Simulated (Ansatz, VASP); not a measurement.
Two plane-wave programs on TiC

```
Ti C
1.0
     0.00000    2.33295    2.33295
     2.33295    0.00000    2.33295
     2.33295    2.33295    0.00000
Ti C
1 1
Direct
  0.00000 0.00000 0.00000
  0.50000 0.50000 0.50000
```

Change from the starting cell: volume scaled by 1.25.

Alike in both runs: functional PBE; k mesh 11 × 11 × 11; occupations methfessel-paxton of order 1, width 0.15 eV; no spin polarisation.

|  | VASP | Ansatz |
| --- | --- | --- |
| version | VASP 6.6.1 | Ansatz 0.2.0 |
| potentials or method | VASP PAW PBE potentials, release 64 (Ti_sv, C) | Ansatz NC |
| plane-wave cutoff (eV) | 600 | 1155 |
| valence electrons in the cell | 16 | 16 |
| task | single point | atomic charges |

Ansatz gave:

| Property | Result |
| --- | --- |
| gap on the k mesh at the Fermi level (eV) | none |
| pressure (GPa) | -35.3 |

Problem. Estimate VASP's values.

Solution. gap on the k mesh at the Fermi level (eV): none; pressure (GPa): -35.2.

A gap of «none» marks a metal or a gap that the smearing closes. Both programs put the cell under strong tension, so it lies far from rest at this level. With one functional, cell and mesh, what is left measures potentials, basis and numerics.

Noted on VASP's run: the cell as given lies far from equilibrium.
